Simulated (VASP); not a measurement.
A run of VASP 6.6.1 is set up as follows.

INCAR

```
SYSTEM = SiGe4
ALGO = Normal ; DIPOL = 0.5 0.5 0.354
EDIFF = 1E-6 ; ENCUT = 520
GGA = PE ; IDIPOL = 3
ISIF = 2 ; ISMEAR = 0
LASPH = .True. ; LCHARG = .True.
LDIPOL = .True. ; LELF = .True.
LREAL = .False. ; LVACPOTAV = .True.
LVHAR = .True. ; LWAVE = .False.
NBANDS = 38 ; NELM = 60
PREC = Accurate ; SIGMA = 0.1
```

KPOINTS

```
k-points
0
Gamma
  7 7 1
  0 0 0
```

POSCAR

```
SiGe4
1.0
    4.0740542171      0.0000000000      0.0000000000
    0.0000000000      4.0740542171      0.0000000000
    0.0000000000      0.0000000000     19.8557569412
Ge Si
4 1
Direct
    0.0000000000      0.5000000000      0.2014529092
    0.0000000000      0.0000000000      0.2739958843
    0.5000000000      0.0000000000      0.3493666172
    0.5000000000      0.5000000000      0.4208228861
    0.5000000000      0.7500000000      0.5247204776
```

Potentials or basis: VASP PAW PBE potentials, release 64 (Ge_d, Si).

Launch:

```sh
$ cat potpaw_PBE.64/Ge_d/POTCAR potpaw_PBE.64/Si/POTCAR > POTCAR
$ mpirun -np 1 vasp_std > vasp.out
```

Q: Estimate the largest force.

A: 0.302 eV/Å.

Q: What does it give for the band gap on the k mesh?

A: Zero (band 30 reaches -0.97 eV, above the bottom of band 31 at -1.89 eV).

Forces in eV/Å, atoms in the order of the input:
```
Ge   0.000 -0.074 -0.230
Ge   0.000  0.111  0.236
Ge   0.000  0.079 -0.210
Ge   0.000 -0.214  0.212
Si   0.000  0.098 -0.008
```
